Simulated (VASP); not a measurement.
# Au (Pm-3m) in VASP: further runs

Runs on Au. Level: PBEsol. Tasks: single point, relaxation of cell and atoms.

Program: VASP 6.6.1. These are calculated values, not measurements. Logs are shortened: lines on timing, memory, paths and dates and some standing lists are left out, and cuts for length are marked.

## (1) The cell of the first run

Symmetry: Pm-3m, No. 221, cubic system. The conventional cell has a = 2.348 Å, b = 2.348 Å, c = 2.348 Å, α = 90.00°, β = 90.00°, γ = 90.00°. Within 3.1 Å of Au (site symmetry m-3m) lie 6 Au at 2.35 Å.

## (2) Single point, PBEsol

Input file INCAR:

```
SYSTEM = Au
ALGO     = Normal         ! electronic algorithm
EDIFF    = 1E-6           ! SCF threshold, eV
ENCUT    = 500            ! plane-wave cutoff, eV
GGA      = PS             ! functional
GGA_COMPAT= .FALSE.      
ISIF     = 2              ! what is computed and relaxed
ISMEAR   = -1             ! smearing method
LASPH    = .TRUE.         ! aspherical terms in the spheres
LCHARG   = .FALSE.        ! write CHGCAR
LREAL    = .FALSE.        ! projectors in reciprocal space
LWAVE    = .FALSE.        ! write WAVECAR
NBANDS   = 12             ! bands
NELM     = 120            ! most SCF steps
PREC     = Accurate       ! precision mode
SIGMA    = 0.08           ! smearing width, eV
```

Input file KPOINTS:

```
k-points
0
G
  16 16 16
  0 0 0
```

Input file POSCAR:

```
Au
1.0
    2.3479053298      0.0000000000      0.0000000000
    0.0000000000      2.3479053298      0.0000000000
    0.0000000000      0.0000000000      2.3479053298
Au
1
Direct
    0.0000000000      0.0000000000      0.0000000000
```

Potentials or basis: VASP PAW PBE potentials, release 64 (Au).

Run with:

```bash
> cat potpaw_PBE.64/Au/POTCAR > POTCAR
> mpirun -np 1 vasp_std > vasp.out
```

OUTCAR:

```text
SYSTEM = Au
   EDIFF = 1E-6
   ENCUT = 500
   GGA = PS
   ISIF = 2
   ISMEAR = -1
   LASPH = .TRUE.
   LREAL = .FALSE.
   NELM = 120
   PREC = Accurate

 ion  position               nearest neighbor table
   1  0.000  0.000  0.000-

  LATTYP: Found a simple cubic cell.
 ALAT       =     2.3479053298

  Lattice vectors:

 A1 = (   2.3479053298,   0.0000000000,   0.0000000000)
 A2 = (   0.0000000000,   2.3479053298,   0.0000000000)
 A3 = (   0.0000000000,   0.0000000000,   2.3479053298)

Analysis of symmetry for initial positions (statically):
=====================================================================
 Subroutine PRICEL returns:
 Original cell was already a primitive cell.

 Routine SETGRP: Setting up the symmetry group for a
 simple cubic supercell.

 Subroutine GETGRP returns: Found 48 space group operations
[... 9 lines left out ...]

 Routine SETGRP: Setting up the symmetry group for a
 simple cubic supercell.

 Subroutine GETGRP returns: Found 48 space group operations
[... 11 lines left out ...]
                                     Primitive cell

  volume of cell :      12.9432

  direct lattice vectors                    reciprocal lattice vectors
     2.347905330  0.000000000  0.000000000     0.425911551  0.000000000  0.000000000
     0.000000000  2.347905330  0.000000000     0.000000000  0.425911551  0.000000000
     0.000000000  0.000000000  2.347905330     0.000000000  0.000000000  0.425911551

  length of vectors
     2.347905330  2.347905330  2.347905330     0.425911551  0.425911551  0.425911551

  position of ions in fractional coordinates (direct lattice)
     0.000000000  0.000000000  0.000000000

  ion indices of the primitive-cell ions
   primitive index   ion index
                 1           1

----------------------------------------------------------------------------------------

 KPOINTS: k-points

Automatic generation of k-mesh.
 Grid dimensions read from file:
 generate k-points for:   16   16   16

 Generating k-lattice:

  Cartesian coordinates                     Fractional coordinates (reciprocal lattice)
     0.026619472  0.000000000  0.000000000     0.062500000  0.000000000  0.000000000
     0.000000000  0.026619472  0.000000000     0.000000000  0.062500000  0.000000000
     0.000000000  0.000000000  0.026619472     0.000000000  0.000000000  0.062500000

  Length of vectors
     0.026619472  0.026619472  0.026619472

  Shift w.r.t. Gamma in fractional coordinates (k-lattice)
     0.000000000  0.000000000  0.000000000

 Subroutine IBZKPT returns following result:
 ===========================================

 Found    165 irreducible k-points:

 Following reciprocal coordinates:
            Coordinates               Weight
  0.000000  0.000000  0.000000      1.000000
  0.062500  0.000000  0.000000      6.000000
  0.125000  0.000000  0.000000      6.000000
  0.187500  0.000000  0.000000      6.000000
  0.250000  0.000000  0.000000      6.000000
  0.312500  0.000000  0.000000      6.000000
[... 16 lines left out ...]
  0.437500  0.125000  0.000000     24.000000
  0.500000  0.125000  0.000000     12.000000
 [... further k-points ...]
   k-points           NKPTS =    165   k-points in BZ     NKDIM =    165   number of bands    NBANDS=     12
   number of dos      NEDOS =    301   number of ions     NIONS =      1
   total plane-waves  NPLWV =   5832
   dimension x,y,z NGX =    18 NGY =   18 NGZ =   18
   dimension x,y,z NGXF=    36 NGYF=   36 NGZF=   36
   ions per type =               1
   NGX,Y,Z   is equivalent  to a cutoff of  12.75, 12.75, 12.75 a.u.
   NGXF,Y,Z  is equivalent  to a cutoff of  25.49, 25.49, 25.49 a.u.
 SYSTEM =  Au
   PREC   = accura    normal or accurate (medium, high low for compatibility)
   ISTART =      0    job   : 0-new  1-cont  2-samecut
   ICHARG =      2    charge: 1-file 2-atom 10-const
   ISPIN  =      1    spin polarized calculation?
   LNONCOLLINEAR =      F non collinear calculations
   LSORBIT =      F    spin-orbit coupling
   LASPH  =      T    aspherical Exc in radial PAW
   ENCUT  =  500.0 eV  36.75 Ry    6.06 a.u.   4.28  4.28  4.28*2*pi/ulx,y,z
   NELM   =    120;   NELMIN=  2; NELMDL= -5     # of ELM steps
   EDIFF  = 0.1E-05   stopping-criterion for ELM
   LREAL  =      F    real-space projection
   EDIFFG = 0.1E-04   stopping-criterion for IOM
   NSW    =      0    number of steps for IOM
   IBRION =     -1    ionic relax: 0-MD 1-quasi-New 2-CG
   NFREE  =      0    steps in history (QN), initial steepest desc. (CG)
   ISIF   =      2    stress and relaxation
   ISYM   =      2    0-nonsym 1-usesym 2-fastsym
   POTIM  = 0.5000    time-step for ionic-motion
   TEBEG  =    0.0;   TEEND  =   0.0 temperature during run
   PSTRESS=    0.0 pullay stress
   NELECT =      11.0000    total number of electrons
   NUPDOWN=      -1.0000    fix difference up-down
   EMIN   =  10.00;   EMAX   =-10.00  energy-range for DOS
   EFERMI =   0.00;   METHOD = LEGACY
[... 42 lines left out ...]
      1       1.5729      2.00000
      2       4.0805      2.00000
      3       4.0805      2.00000
      4      12.9716      2.00000
      5      12.9716      2.00000
      6      12.9716      2.00000
      7      30.5533      0.00000
      8      30.5533      0.00000
      9      30.5533      0.00000
     10      38.1153      0.00000
     11      41.0276      0.00000
     12      41.0276      0.00000

 k-point     2 :       0.0625    0.0000    0.0000
  band No.  band energies     occupation
      1       1.7209      2.00000
      2       4.1106      2.00000
      3       4.2337      2.00000
      4      12.8077      2.00000
      5      12.8077      2.00000
      6      12.9841      2.00000
      7      29.6327      0.00000
      8      30.8313      0.00000
      9      30.8313      0.00000
     10      38.7451      0.00000
     11      39.5569      0.00000
     12      41.5453      0.00000

 k-point     3 :       0.1250    0.0000    0.0000
  band No.  band energies     occupation
      1       2.1195      2.00000
      2       4.1970      2.00000
      3       4.7170      2.00000
      4      12.3637      2.00000
      5      12.3637      2.00000
      6      13.0199      2.00000
      7      27.6915      0.00000
      8      31.6058      0.00000
      9      31.6058      0.00000
     10      37.3915      0.00000
     11      39.4147      0.00000
     12      43.4621      0.00000

 k-point     4 :       0.1875    0.0000    0.0000
  band No.  band energies     occupation
      1       2.6563      2.00000
      2       4.3293      2.00000
      3       5.5767      2.00000
      4      11.7524      2.00000
      5      11.7524      2.00000
      6      13.0738      2.00000
      7      25.5642      0.00000
      8      32.7321      0.00000
      9      32.7321      0.00000
     10      35.3724      0.00000
     11      39.5581      0.00000
     12      45.4103      0.00000

 k-point     5 :       0.2500    0.0000    0.0000
  band No.  band energies     occupation
      1       3.2223      2.00000
      2       4.4897      2.00000
      3       6.8025      2.00000
      4      11.0966      2.00000
      5      11.0966      2.00000
      6      13.1380      2.00000
      7      23.5600      0.00000
      8      33.6233      0.00000
      9      34.0418      0.00000
     10      34.0418      0.00000
     11      39.2600      0.00000
     12      46.2114      0.00000
[... 228 lines left out ...]
      1       4.2120      2.00000
      2       5.2698      2.00000
      3       7.8856      2.00000
      4      10.4424      2.00000
      5      10.5731      2.00000
      6      12.6502      2.00000
      7      22.5440      0.00000
      8      31.2901      0.00000
      9      33.4643      0.00000
     10      36.6070      0.00000
     11      40.6524      0.00000
     12      44.3723      0.00000

 k-point    22 :       0.3750    0.1250    0.0000
  band No.  band energies     occupation
      1       4.6015      2.00000
      2       5.5003      2.00000
      3       8.0806      2.00000
      4      10.1061      2.00000
      5      11.3630      2.00000
      6      12.7144      2.00000
      7      20.9461      0.00000
      8      31.4082      0.00000
      9      33.3488      0.00000
     10      37.9232      0.00000
     11      38.3478      0.00000
     12      45.0612      0.00000

 k-point    23 :       0.4375    0.1250    0.0000
  band No.  band energies     occupation
      1       4.8507      2.00000
      2       5.7104      2.00000
      3       7.8772      2.00000
      4       9.8090      2.00000
      5      12.6042      2.00000
      6      12.7580      2.00000
      7      19.7228      0.00000
      8      31.0730      0.00000
      9      33.9691      0.00000
     10      36.3580      0.00000
     11      38.9846      0.00000
     12      44.5799      0.00000

 k-point    24 :       0.5000    0.1250    0.0000
  band No.  band energies     occupation
      1       4.9342      2.00000
      2       5.8044      2.00000
      3       7.7653      2.00000
      4       9.7072      2.00000
      5      12.7733      2.00000
      6      13.1852      2.00000
      7      19.2098      0.00000
      8      30.9172      0.00000
      9      34.6654      0.00000
     10      35.1981      0.00000
     11      39.4389      0.00000
     12      44.1308      0.00000

 [... further k-points ...]
[... 5 lines left out ...]
  --------------------------------------------------------------------------------------
  -------------------------------------------------------------------------------------
  Total       13.7181070     13.7181070     13.7181070      0.0000000     -0.0000000     -0.0000000
  in kB     1698.0990700   1698.0990700   1698.0990700      0.0000000     -0.0000000     -0.0000000
  external PRESSURE =    1698.0990700 kB  Pullay stress =       0.0000000 kB

 VOLUME and BASIS-vectors are now :
 -----------------------------------------------------------------------------
  energy-cutoff  :      500.00
  volume of cell :       12.94
      direct lattice vectors                 reciprocal lattice vectors
     2.347905330  0.000000000  0.000000000     0.425911551  0.000000000  0.000000000
     0.000000000  2.347905330  0.000000000     0.000000000  0.425911551  0.000000000
     0.000000000  0.000000000  2.347905330     0.000000000  0.000000000  0.425911551

 POSITION                                       TOTAL-FORCE (eV/Angst)
 -----------------------------------------------------------------------------------
      0.00000      0.00000      0.00000         0.000000      0.000000      0.000000
 -----------------------------------------------------------------------------------
    total drift:                                0.000000      0.000000      0.000000

  FREE ENERGIE OF THE ION-ELECTRON SYSTEM (eV)
  ---------------------------------------------------
  free  energy   TOTEN  =        -1.3998167811 eV

  energy  without entropy=       -1.3913051081  energy(sigma->0) =       -1.39556094
```

It took 9.5 s on 1 thread of Intel Xeon 6975P-C (Granite Rapids), shared host; peak memory 0.13 GiB.

Results:

- Free energy: -1.3998 eV
- Pressure: 169.8 GPa

Levels at points of the mesh, in eV from the Fermi level:
```csv
k point,band 3,band 4,band 5,band 6,band 7,band 8,band 9,band 10
"(0.00, 0.00, 0.00)",-10.52,-1.63,-1.63,-1.63,15.95,15.95,15.95,23.51
"(0.50, 0.00, 0.00)",-4.98,-4.98,-3.27,-1.29,4.59,15.68,20.46,23.25
"(0.50, 0.50, 0.00)",-4.36,-4.36,0.82,3.35,3.35,12.07,14.16,22.33
"(0.50, 0.50, 0.50)",-9.43,1.06,1.06,7.79,11.08,11.08,11.08,22.02
```

Caveat: the PAW data sets were made with another functional, which shifts forces and pressure a little; spin-orbit coupling is left out, which moves the levels of the heavy elements.

## (3) Relaxation of cell and atoms, PBEsol, target pressure 170 GPa, at which the enthalpy is minimised

This run uses another cell than the first one, of 12.33 Å³/atom, 0.952 times its volume.

Input file INCAR:

```
PREC = Accurate ; ENCUT = 500
EDIFF = 1E-7 ; ISMEAR = -1
SIGMA = 0.08 ; LREAL = False
LASPH = True ; NELM = 120
ALGO = Normal ; ISIF = 3
LWAVE = False ; LCHARG = False
GGA = PS ; IBRION = 2
NSW = 60 ; EDIFFG = -0.005
PSTRESS = 1700.0 ; GGA_COMPAT = False
NELMIN = 4
```

Input file KPOINTS:

```
regular mesh
0
Gamma
  16 16 16
```

Input file POSCAR:

```
Au
1.0
    2.3099386944      0.0000000000      0.0000000000
    0.0000000000      2.3099386944      0.0000000000
    0.0000000000      0.0000000000      2.3099386944
Au
1
Direct
    0.0000000000      0.0000000000      0.0000000000
```

Potentials or basis: VASP PAW PBE potentials, release 64 (Au).

Run with:

```bash
> cat potpaw_PBE.64/Au/POTCAR > POTCAR
> mpirun -np 1 vasp_std > vasp.out
```

It took 46 s on 1 thread of Intel Xeon 6975P-C (Granite Rapids), shared host; peak memory 0.14 GiB.

Results (log left out):

```
Free energy                                            : -1.3975 eV
Relaxed volume                                         : 12.94 Å³/atom
Relaxed cell                                           : a = 2.348 Å, b = 2.348 Å, c = 2.348 Å, α = 90.00°, β = 90.00°, γ = 90.00°
Space group after relaxing (to 0.05 Å)                 : Pm-3m (No. 221)
Energy change on relaxing (the enthalpy is what falls) : -739.7 meV/atom
Ionic steps                                            : 18
Pressure after relaxing                                : 170.0 GPa
```

Step by step:
```csv
step,energy change (eV),largest force (eV/Å),pressure (GPa),volume (Å³)
1,0.0000,0.0000,216.50,12.33
2,-2.9899,0.0000,-2.50,19.87
3,-0.9294,0.0000,157.92,13.13
4,-0.7491,0.0000,169.36,12.95
5,-0.7356,0.0000,170.20,12.94
6,-0.7357,0.0000,170.20,12.94
7,-0.7361,0.0000,170.18,12.94
8,-0.7361,0.0000,170.18,12.94
9,-0.7361,0.0000,170.18,12.94
10,-0.7361,0.0000,170.18,12.94
11,-0.7361,0.0000,170.18,12.94
12,-0.7361,0.0000,170.17,12.94
13,-0.7362,0.0000,170.17,12.94
14,-0.7363,0.0000,170.16,12.94
15,-0.7365,0.0000,170.15,12.94
16,-0.7370,0.0000,170.12,12.94
17,-0.7379,0.0000,170.07,12.94
18,-0.7397,0.0000,169.95,12.94
```

Final structure:
```
Au
1.0
     2.34781    0.00000    0.00000
     0.00000    2.34781    0.00000
     0.00000    0.00000    2.34781
Au
1
Direct
  0.00000 0.00000 0.00000
```

Levels at points of the mesh, in eV from the Fermi level:
```tsv
k point	band 2	band 3	band 4	band 5	band 6	band 7	band 8	band 9
(0.00, 0.00, 0.00)	-10.52	-10.52	-1.63	-1.63	-1.63	15.95	15.95	15.95
(0.50, 0.00, 0.00)	-9.67	-4.98	-4.98	-3.27	-1.29	4.59	15.68	20.46
(0.50, 0.50, 0.00)	-8.72	-4.36	-4.36	0.82	3.35	3.35	12.07	14.16
(0.50, 0.50, 0.50)	-9.43	-9.43	1.06	1.06	7.79	11.08	11.08	11.08
```

Caveat: the cell is relaxed towards a set pressure, so the enthalpy falls and the energy may rise; the PAW data sets were made with another functional, which shifts forces and pressure a little; spin-orbit coupling is left out, which moves the levels of the heavy elements.

## (4) Relaxation of cell and atoms, PBEsol, target pressure 170 GPa, at which the enthalpy is minimised

Input file INCAR:

```
SYSTEM = Au
PREC     = Accurate       ! precision mode
ENCUT    = 500            ! plane-wave cutoff, eV
EDIFF    = 1E-7           ! SCF threshold, eV
ISMEAR   = -1             ! smearing method
SIGMA    = 0.08           ! smearing width, eV
LREAL    = .False.        ! projectors in reciprocal space
LASPH    = .True.         ! aspherical terms in the spheres
NELM     = 120            ! most SCF steps
ALGO     = Normal         ! electronic algorithm
ISIF     = 3              ! what is computed and relaxed
LWAVE    = .False.        ! write WAVECAR
LCHARG   = .False.        ! write CHGCAR
GGA      = PS             ! functional
IBRION   = 2              ! ionic algorithm
NSW      = 32             ! ionic steps
EDIFFG   = -0.005         ! ionic threshold
PSTRESS  = 1700.0       
GGA_COMPAT= .False.      
NELMIN   = 4
```

Input file KPOINTS:

```
regular mesh
0
Gamma
  16 16 16
  0 0 0
```

Input file POSCAR:

```
Au
1.0
    2.3479053298      0.0000000000      0.0000000000
    0.0000000000      2.3479053298      0.0000000000
    0.0000000000      0.0000000000      2.3479053298
Au
1
Direct
    0.0000000000      0.0000000000      0.0000000000
```

Run with:

```bash
> cat potpaw_PBE.64/Au/POTCAR > POTCAR
> mpirun -np 1 vasp_std > vasp.out
```

Wall time 13 s (1 thread of Intel Xeon 6975P-C (Granite Rapids), shared host); peak memory 0.13 GiB.

It converged, with:

```
Free energy                                            : -1.3967 eV
Relaxed volume                                         : 12.94 Å³/atom
Relaxed cell                                           : a = 2.348 Å, b = 2.348 Å, c = 2.348 Å, α = 90.00°, β = 90.00°, γ = 90.00°
Space group after relaxing (to 0.05 Å)                 : Pm-3m (No. 221)
Energy change on relaxing (the enthalpy is what falls) : +3.1 meV/atom
Ionic steps                                            : 3
Pressure after relaxing                                : 170.0 GPa
```

Step by step:
| step | energy change (eV) | largest force (eV/Å) | pressure (GPa) | volume (Å³) |
| --- | --- | --- | --- | --- |
| 1 | 0.0000 | 0.0000 | 169.81 | 12.94 |
| 2 | 0.0308 | 0.0000 | 171.75 | 12.91 |
| 3 | 0.0031 | 0.0000 | 170.02 | 12.94 |

Final structure:
```cif
data_structure
_symmetry_space_group_name_H-M 'P 1'
_symmetry_Int_Tables_number 1
_cell_length_a 2.3477
_cell_length_b 2.3477
_cell_length_c 2.3477
_cell_angle_alpha 90.000
_cell_angle_beta 90.000
_cell_angle_gamma 90.000
_cell_volume 12.94
loop_
_atom_site_label
_atom_site_type_symbol
_atom_site_fract_x
_atom_site_fract_y
_atom_site_fract_z
_atom_site_occupancy
Au1 Au 0.00000 0.00000 0.00000 1
```

Levels at points of the mesh, in eV from the Fermi level:
| k point | band 4 | band 5 | band 6 | band 7 | band 8 | band 9 |
| --- | --- | --- | --- | --- | --- | --- |
| (0.00, 0.00, 0.00) | -1.63 | -1.63 | -1.63 | 15.95 | 15.95 | 15.95 |
| (0.50, 0.00, 0.00) | -4.99 | -3.27 | -1.29 | 4.59 | 15.68 | 20.46 |
| (0.50, 0.50, 0.00) | -4.36 | 0.82 | 3.35 | 3.35 | 12.07 | 14.17 |
| (0.50, 0.50, 0.50) | 1.06 | 1.06 | 7.79 | 11.08 | 11.08 | 11.08 |

Caveat: the cell is relaxed towards a set pressure, so the enthalpy falls and the energy may rise; the PAW data sets were made with another functional, which shifts forces and pressure a little; spin-orbit coupling is left out, which moves the levels of the heavy elements.

## (5) The runs side by side

| task | cell | gap on the mesh (eV) | pressure (GPa) |
| --- | --- | --- | --- |
| single point | a = 2.348 Å, 1 atom | none | 169.8 |
| relaxation of cell and atoms | relaxed to 170 GPa from a = 2.310 Å, 1 atom | none | 170.0 |
| relaxation of cell and atoms | relaxed to 170 GPa from a = 2.348 Å, 1 atom | none | 170.0 |

Alike in all rows: level PBEsol; potentials or basis VASP PAW PBE potentials, release 64 (Au); no spin polarisation; k mesh 16 × 16 × 16; cutoff (eV) 500; smearing fermi-dirac 0.08 eV.

Caveats: the PAW data sets were made with another functional, which shifts forces and pressure a little; spin-orbit coupling is left out, which moves the levels of the heavy elements; the cell is relaxed towards a set pressure, so the enthalpy falls and the energy may rise (some runs).

Total energies depend on the potentials used, so only differences within one code and one set of settings carry meaning.
